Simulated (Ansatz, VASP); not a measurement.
V in VASP and in Ansatz

Contents of INCAR:

```
SYSTEM = V
PREC = Accurate
ENCUT = 520
EDIFF = 1E-7
ISMEAR = -1
SIGMA = 0.03
LREAL = .FALSE.
LASPH = .TRUE.
NELM = 150
ALGO = Normal
ISIF = 2
LWAVE = .FALSE.
LCHARG = .TRUE.
ISPIN = 2
MAGMOM = 1.5
LORBIT = 11
LMAXMIX = 4
LDAU = .TRUE.
LDAUTYPE = 2
LDAUL = 2
LDAUU = 2
LDAUJ = 0
LDAUPRINT = 1
GGA = PE
LELF = .TRUE.
LVHAR = .TRUE.
NBANDS = 16
```

File KPOINTS:

```
regular mesh
0
G
  15 15 15
  0 0 0
```

POSCAR

```
V
1.0
   -1.5130000000      1.5130000000      1.5130000000
    1.5130000000     -1.5130000000      1.5130000000
    1.5130000000      1.5130000000     -1.5130000000
V
1
Direct
    0.0000000000      0.0000000000      0.0000000000
```

Input for Ansatz:

```yaml
crystal:
  lattice:
    - [-1.513, 1.513, 1.513]
    - [1.513, -1.513, 1.513]
    - [1.513, 1.513, -1.513]
  atoms:
    - { symbol: V, position: [0.0, 0.0, 0.0], spin: 1.5 }
magnetization:
  spin_polarized: true
kpoints:
  mp_grid: { grid: [15, 15, 15] }
  band_path:
    path:
      - [0.0, 0.0, 0.0]
      - [0.5, -0.5, 0.5]
      - [0.0, 0.0, 0.5]
      - [0.0, 0.0, 0.0]
      - [0.25, 0.25, 0.25]
      - [0.5, -0.5, 0.5]
      - [0.25, 0.25, 0.25]
      - [0.0, 0.0, 0.5]
    npoints: 14
scf:
  occupations: { method: fermi_dirac, width: 0.03 }
hamiltonian:
  xc: pbe
  pseudopotentials: { kind: all_electron, lapw: { basis_error: 0.001 } }
  hubbard: { sites: [{ species: V, l: d, u_eff: 2.0 }], double_counting: fll }
output:
  forces: true
  stress: true
  eigenvalues: true
  populations: true
```

Alike in both runs: task single point; functional PBE; k mesh 15 × 15 × 15; occupations fermi-dirac, width 0.03 eV; collinear spin; Hubbard terms V d U = 2.0 eV.

```csv
,VASP,Ansatz
version,VASP 6.6.1,Ansatz 0.2.0
potentials or method,"VASP PAW PBE potentials, release 64 (V_sv), cutoff 520 eV","all-electron LAPW, scalar-relativistic"
```

```csv
,VASP,Ansatz,Ansatz less VASP
gap on the k mesh at the Fermi level (eV),none,none,-
pressure (GPa),2.1,-0.7,-2.80
net moment per atom (μB),0.62,0.67,+0.049
size of the moment on the site where the two differ most (μB),0.54,0.61,+0.066
```

Site moments also hang on the region over which each program counts them. The programs project onto different local orbitals, so the same U acts differently, and such runs can settle in different states. A gap of «none» marks a metal or a gap that the smearing closes. Ansatz ran all-electron here, and VASP with PAW potentials. Ansatz's warnings: filled band counts differ across k points.
